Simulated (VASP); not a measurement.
# Sn (I4_1/amd) in VASP: a series of runs

Runs on Sn. Level: PBE. Tasks: relaxation of shape and atoms at fixed volume, single point.

All numbers are computed with VASP 6.6.1; they aren't measurements. Logs are shortened: lines on timing, memory, paths and dates and some standing lists are left out, and cuts for length are marked.

**1. The cell of the first run**

The structure is tetragonal, space group I4_1/amd (No. 141). Conventional cell: a = 5.987 Å, b = 5.987 Å, c = 3.265 Å, α = 90.00°, β = 90.00°, γ = 90.00°. Sn (site symmetry -4m2) has 10 Sn at 3.10 to 3.87 Å within 4.1 Å.

**2. Relaxation of shape and atoms at fixed volume, PBE (29.26 Å³/atom)**

INCAR

```
PREC = Accurate
ENCUT = 600
EDIFF = 1E-6
ISMEAR = 0
SIGMA = 0.1
LREAL = F
LASPH = T
NELM = 60
ALGO = Fast
ISIF = 4
LWAVE = F
LCHARG = F
GGA = PE
IBRION = 2
NSW = 50
EDIFFG = -0.01
```

KPOINTS

```
regular mesh
0
Gamma
  14 14 14
```

POSCAR

```
Sn
1.0
   -2.9936678285      2.9936678285      1.6323514412
    2.9936678285     -2.9936678285      1.6323514412
    2.9936678285      2.9936678285     -1.6323514412
Sn
2
Direct
    0.7500000000      0.2500000000      0.5000000000
    0.0000000000      0.0000000000      0.0000000000
```

Potentials or basis: VASP PAW PBE potentials, release 64 (Sn_d).

Command:

```sh
$ cat potpaw_PBE.64/Sn_d/POTCAR > POTCAR
$ mpirun -np 1 vasp_std > vasp.out
```

OUTCAR:

```text
PREC = Accurate
   ENCUT = 600
   EDIFF = 1E-6
   ISMEAR = 0
   LREAL = F
   LASPH = T
   NELM = 60
   ISIF = 4
   GGA = PE
   IBRION = 2
   NSW = 50
   EDIFFG = -0.01

 ion  position               nearest neighbor table
   1  0.750  0.250  0.500-   2 3.10   2 3.10   2 3.10   2 3.10
   2  0.000  0.000  0.000-   1 3.10   1 3.10   1 3.10   1 3.10

  LATTYP: Found a body centered tetragonal cell.
 ALAT       =     5.9873356570
 C/A-ratio  =     0.5452680574

  Lattice vectors:

 A1 = (  -2.9936678285,   2.9936678285,   1.6323514412)
 A2 = (   2.9936678285,  -2.9936678285,   1.6323514412)
 A3 = (   2.9936678285,   2.9936678285,  -1.6323514412)

Analysis of symmetry for initial positions (statically):
=====================================================================
 Subroutine PRICEL returns:
 Original cell was already a primitive cell.

 Routine SETGRP: Setting up the symmetry group for a
 body centered tetragonal supercell.

 Subroutine GETGRP returns: Found 16 space group operations
 (whereof  8 operations were pure point group operations)
 out of a pool of 16 trial point group operations.

The static configuration has the point symmetry D_2d.
 The point group associated with its full space group is D_4h.

Analysis of symmetry for dynamics (positions and initial velocities):
=====================================================================
 Subroutine PRICEL returns:
 Original cell was already a primitive cell.

 Routine SETGRP: Setting up the symmetry group for a
 body centered tetragonal supercell.

 Subroutine GETGRP returns: Found 16 space group operations
 (whereof  8 operations were pure point group operations)
 out of a pool of 16 trial point group operations.

The dynamic configuration has the point symmetry D_2d.
 The point group associated with its full space group is D_4h.

 Subroutine INISYM returns: Found 16 space group operations
 (whereof  8 operations are pure point group operations),
 and found     1 'primitive' translations

----------------------------------------------------------------------------------------

                                     Primitive cell

  volume of cell :      58.5168

  direct lattice vectors                    reciprocal lattice vectors
    -2.993667829  2.993667829  1.632351441     0.000000000  0.167019198  0.306306588
     2.993667829 -2.993667829  1.632351441     0.167019198  0.000000000  0.306306588
     2.993667829  2.993667829 -1.632351441     0.167019198  0.167019198  0.000000000

  length of vectors
     4.537473456  4.537473456  4.537473456     0.348882700  0.348882700  0.236200815

  position of ions in fractional coordinates (direct lattice)
     0.750000000  0.250000000  0.500000000
     0.000000000  0.000000000  0.000000000

  ion indices of the primitive-cell ions
   primitive index   ion index
                 1           1
                 2           2

----------------------------------------------------------------------------------------

 KPOINTS: regular mesh

Automatic generation of k-mesh.
 Grid dimensions read from file:
 generate k-points for:   14   14   14

 Generating k-lattice:

  Cartesian coordinates                     Fractional coordinates (reciprocal lattice)
     0.000000000  0.011929943  0.021879042     0.071428571  0.000000000 -0.000000000
     0.011929943  0.000000000  0.021879042     0.000000000  0.071428571 -0.000000000
     0.011929943  0.011929943  0.000000000     0.000000000  0.000000000  0.071428571

  Length of vectors
     0.024920193  0.024920193  0.016871487

  Shift w.r.t. Gamma in fractional coordinates (k-lattice)
     0.000000000  0.000000000  0.000000000

 Subroutine IBZKPT returns following result:
 ===========================================

 Found    244 irreducible k-points:

 Following reciprocal coordinates:
            Coordinates               Weight
  0.000000  0.000000  0.000000      1.000000
  0.071429 -0.000000  0.000000      8.000000
  0.142857 -0.000000  0.000000      8.000000
  0.214286 -0.000000  0.000000      8.000000
  0.285714 -0.000000  0.000000      8.000000
  0.357143 -0.000000  0.000000      8.000000
[... 16 lines left out ...]
  0.214286  0.142857  0.000000     16.000000
  0.285714  0.142857  0.000000     16.000000
 [... further k-points ...]
   k-points           NKPTS =    244   k-points in BZ     NKDIM =    244   number of bands    NBANDS=     18
   number of dos      NEDOS =    301   number of ions     NIONS =      2
   total plane-waves  NPLWV =  46656
   dimension x,y,z NGX =    36 NGY =   36 NGZ =   36
   dimension x,y,z NGXF=    72 NGYF=   72 NGZF=   72
   ions per type =               2
   NGX,Y,Z   is equivalent  to a cutoff of  13.19, 13.19, 13.19 a.u.
   NGXF,Y,Z  is equivalent  to a cutoff of  26.38, 26.38, 26.38 a.u.
 SYSTEM =  unknown system
   PREC   = accura    normal or accurate (medium, high low for compatibility)
   ISTART =      0    job   : 0-new  1-cont  2-samecut
   ICHARG =      2    charge: 1-file 2-atom 10-const
   ISPIN  =      1    spin polarized calculation?
   LNONCOLLINEAR =      F non collinear calculations
   LSORBIT =      F    spin-orbit coupling
   LASPH  =      T    aspherical Exc in radial PAW
   ENCUT  =  600.0 eV  44.10 Ry    6.64 a.u.   9.06  9.06  9.06*2*pi/ulx,y,z
   NELM   =     60;   NELMIN=  2; NELMDL= -5     # of ELM steps
   EDIFF  = 0.1E-05   stopping-criterion for ELM
   LREAL  =      F    real-space projection
   EDIFFG = -.1E-01   stopping-criterion for IOM
   NSW    =     50    number of steps for IOM
   IBRION =      2    ionic relax: 0-MD 1-quasi-New 2-CG
   NFREE  =      1    steps in history (QN), initial steepest desc. (CG)
   ISIF   =      4    stress and relaxation
   ISYM   =      2    0-nonsym 1-usesym 2-fastsym
   POTIM  = 0.5000    time-step for ionic-motion
   TEBEG  =    0.0;   TEEND  =   0.0 temperature during run
   PSTRESS=    0.0 pullay stress
   NELECT =      28.0000    total number of electrons
   NUPDOWN=      -1.0000    fix difference up-down
   EMIN   =  10.00;   EMAX   =-10.00  energy-range for DOS
   EFERMI =   0.00;   METHOD = LEGACY
   ISMEAR =     0;   SIGMA  =   0.10  broadening in eV -4-tet -1-fermi 0-gaus
   EFERMI_NEDOS =   21; number of points for ismear=-14 and -15
   IALGO  =     68    algorithm
   IMIX   =      4    mixing-type and parameters
     AMIX     =   0.40;   BMIX     =  1.00
     AMIX_MAG =   1.60;   BMIX_MAG =  1.00
  volume/ion in A,a.u.               =      29.26       197.45
  Fermi-wavevector in a.u.,A,eV,Ry     =   1.280464  2.419725 22.307934  1.639587
  Thomas-Fermi vector in A             =   2.412890
   LORBIT       =      0    0 simple, 1 ext, 2 COOP (PROOUT), +10 PAW based schemes
   GGA     = PE    functional components
   LHFCALC =     F    Hartree Fock is set to
   AEXX    =    0.0000 exact exchange contribution
   IVDW    =     0    specifies the selected vdW correction
   LEPSILON=     F    determine dielectric tensor
   LRPA    =     F    only Hartree local field effects (RPA)
 conjugate gradient relaxation of ions
 non-spin polarized calculation
 RMM-DIIS sequential band-by-band and
 Gauss-broadening in eV      SIGMA  =   0.10
  energy-cutoff  :      600.00
  volume of cell :       58.52
 maximum number of plane-waves:      1982
   NGX = 19   NGY = 19   NGZ = 19

 number of electron      28.0000003 magnetization

 Free energy of the ion-electron system (eV)
  ---------------------------------------------------
  ext. energy  EPLUGINS =         0.00000000
  ---------------------------------------------------
  free energy    TOTEN  =        -7.60237946 eV

  energy without entropy =       -7.59525788  energy(sigma->0) =       -7.59881867

 E-fermi :   7.0721     XC(G=0):  -9.9556

 val. band max:        7.0720257983   @ k =  -0.4286   0.4286   0.0000
 cond. band min:       7.0823566337   @ k =   0.1429   0.1429   0.1429
 fundamental gap:      0.0103308354
 Fermi energy:         7.0721471300

 k-point     1 :       0.0000    0.0000    0.0000
  band No.  band energies     occupation
      1     -14.4841      2.00000
      2     -14.4181      2.00000
      3     -14.3794      2.00000
      4     -14.3715      2.00000
      5     -14.2565      2.00000
      6     -14.2565      2.00000
[... 10 lines left out ...]
     17      12.9733      0.00000
     18      13.5036      0.00000

 k-point     2 :       0.0714   -0.0000    0.0000
  band No.  band energies     occupation
      1     -14.4816      2.00000
      2     -14.4099      2.00000
      3     -14.3766      2.00000
      4     -14.3621      2.00000
      5     -14.2621      2.00000
      6     -14.2613      2.00000
[... 10 lines left out ...]
     17      12.6841      0.00000
     18      12.8938      0.00000

 k-point     3 :       0.1429   -0.0000    0.0000
  band No.  band energies     occupation
      1     -14.4739      2.00000
      2     -14.3877      2.00000
      3     -14.3686      2.00000
      4     -14.3386      2.00000
      5     -14.2750      2.00000
      6     -14.2676      2.00000
[... 10 lines left out ...]
     17      11.1878      0.00000
     18      12.1642      0.00000

 k-point     4 :       0.2143   -0.0000    0.0000
  band No.  band energies     occupation
      1     -14.4621      2.00000
      2     -14.3602      2.00000
      3     -14.3571      2.00000
      4     -14.3185      2.00000
      5     -14.2908      2.00000
      6     -14.2637      2.00000
[... 375 lines left out ...]
      4     -14.3044      2.00000
      5     -14.2927      2.00000
      6     -14.2838      2.00000
[... 10 lines left out ...]
     17      11.1633      0.00000
     18      11.3052      0.00000

 k-point    23 :       0.2143    0.1429    0.0000
  band No.  band energies     occupation
      1     -14.4473      2.00000
      2     -14.3457      2.00000
      3     -14.3390      2.00000
      4     -14.3093      2.00000
      5     -14.3027      2.00000
      6     -14.2924      2.00000
[... 10 lines left out ...]
     17      10.5077      0.00000
     18      10.8591      0.00000

 k-point    24 :       0.2857    0.1429    0.0000
  band No.  band energies     occupation
      1     -14.4387      2.00000
      2     -14.3543      2.00000
      3     -14.3311      2.00000
      4     -14.3256      2.00000
      5     -14.3011      2.00000
      6     -14.2949      2.00000
[... 10 lines left out ...]
     17      10.0181      0.00000
     18      11.0591      0.00000

 [... further k-points ...]

------------------------ aborting loop because EDIFF is reached ----------------------------------------

  FORCE on cell =-STRESS in cart. coord.  units (eV):
  Direction    XX          YY          ZZ          XY          YZ          ZX
  --------------------------------------------------------------------------------------
  -------------------------------------------------------------------------------------
  Total       -0.4810847     -0.4810847     -0.4552204      0.0000000      0.0000000      0.0000000
  in kB      -13.1719847    -13.1719847    -12.4638277      0.0000000      0.0000000      0.0000000
  external PRESSURE =     -12.9359324 kB  Pullay stress =       0.0000000 kB

 VOLUME and BASIS-vectors are now :
 -----------------------------------------------------------------------------
  energy-cutoff  :      600.00
  volume of cell :       58.52
      direct lattice vectors                 reciprocal lattice vectors
    -2.993667829  2.993667829  1.632351441     0.000000000  0.167019198  0.306306588
     2.993667829 -2.993667829  1.632351441     0.167019198  0.000000000  0.306306588
     2.993667829  2.993667829 -1.632351441     0.167019198  0.167019198  0.000000000

 POSITION                                       TOTAL-FORCE (eV/Angst)
 -----------------------------------------------------------------------------------
     -0.00000      2.99367      0.81618        -0.000000      0.000000     -0.000000
      0.00000      0.00000      0.00000         0.000000     -0.000000      0.000000
 -----------------------------------------------------------------------------------
    total drift:                               -0.000000      0.000000     -0.000000

  FREE ENERGIE OF THE ION-ELECTRON SYSTEM (eV)
  ---------------------------------------------------
  free  energy   TOTEN  =        -7.6023794555 eV

  energy  without entropy=       -7.5952578770  energy(sigma->0) =       -7.59881867

 reached required accuracy - stopping structural energy minimisation
```

It took 6.2 min on 1 thread of Intel Xeon Platinum 8375C at 2.90GHz (Ice Lake), shared host; peak memory 0.4 GiB.

Results:

| Item | Value |
| --- | --- |
| Free energy | -7.6024 eV |
| Pressure after relaxing | -1.3 GPa |
| Band gap on the k mesh | zero (bands 14 and 15 overlap by 3.61 eV) |

Final structure:
```
Sn
1.0
    -2.99367    2.99367    1.63235
     2.99367   -2.99367    1.63235
     2.99367    2.99367   -1.63235
Sn
2
Direct
  0.75000 0.25000 0.50000
  0.00000 0.00000 0.00000
```

Levels at points of the mesh, in eV from the Fermi level:
```csv
k point,band 10,band 11,band 12,band 13,band 14,band 15,band 16,band 17,band 18
"(0.00, 0.00, 0.00)",-21.16,-10.59,-3.84,-1.77,-1.77,3.10,5.86,5.90,6.43
"(0.50, 0.00, 0.00)",-21.21,-6.78,-5.19,-2.33,-1.52,-1.01,2.32,2.68,4.34
"(0.50, 0.50, 0.00)",-21.26,-8.50,-8.50,0.61,0.61,1.45,1.45,5.69,5.69
"(0.50, 0.50, 0.50)",-21.32,-7.35,-7.35,-4.38,-4.38,4.78,4.78,8.68,8.69
```

Caveat: spin-orbit coupling is left out, which moves the levels of the heavy elements.

**3. Relaxation of shape and atoms at fixed volume, PBE (30.11 Å³/atom)**

This run uses another cell than the first one, of 30.11 Å³/atom.

INCAR is that of step 2.

KPOINTS is that of step 2.

POSCAR

```
Sn
1.0
   -3.0224548620      3.0224548620      1.6480480910
    3.0224548620     -3.0224548620      1.6480480910
    3.0224548620      3.0224548620     -1.6480480910
Sn
2
Direct
    0.7500000000      0.2500000000      0.5000000000
    0.0000000000      0.0000000000      0.0000000000
```

Potentials or basis: VASP PAW PBE potentials, release 64 (Sn_d).

Command:

```sh
$ cat potpaw_PBE.64/Sn_d/POTCAR > POTCAR
$ mpirun -np 1 vasp_std > vasp.out
```

It took 8.6 min on 1 thread of Intel Xeon Platinum 8375C at 2.90GHz (Ice Lake), shared host; peak memory 0.44 GiB.

Results (log left out):

```
Free energy             : -7.5827 eV
Pressure after relaxing : -2.4 GPa
Band gap on the k mesh  : zero (bands 14 and 15 overlap by 3.48 eV)
```

Stress tensor (GPa, compression positive):
```
-2.44  0.00  0.00
 0.00 -2.44  0.00
 0.00  0.00 -2.36
```

Final structure:
```
Sn
1.0
    -3.02245    3.02245    1.64805
     3.02245   -3.02245    1.64805
     3.02245    3.02245   -1.64805
Sn
2
Direct
  0.75000 0.25000 0.50000
  0.00000 0.00000 0.00000
```

Levels at points of the mesh, in eV from the Fermi level:
```
           k point  band 10  band 11  band 12  band 13  band 14  band 15  band 16  band 17  band 18
(0.00, 0.00, 0.00)   -21.16   -10.39    -3.92    -1.70    -1.70     3.14     5.72     5.76     6.16
(0.50, 0.00, 0.00)   -21.21    -6.73    -5.12    -2.33    -1.46    -0.96     2.34     2.61     4.21
(0.50, 0.50, 0.00)   -21.26    -8.36    -8.36     0.62     0.62     1.40     1.40     5.56     5.58
(0.50, 0.50, 0.50)   -21.31    -7.28    -7.28    -4.23    -4.23     4.68     4.68     8.42     8.44
```

Caveat: spin-orbit coupling is left out, which moves the levels of the heavy elements.

(Continued in part 2 of 2.)

The gap in the log of VASP goes by the Fermi energy; the results here count the filled bands.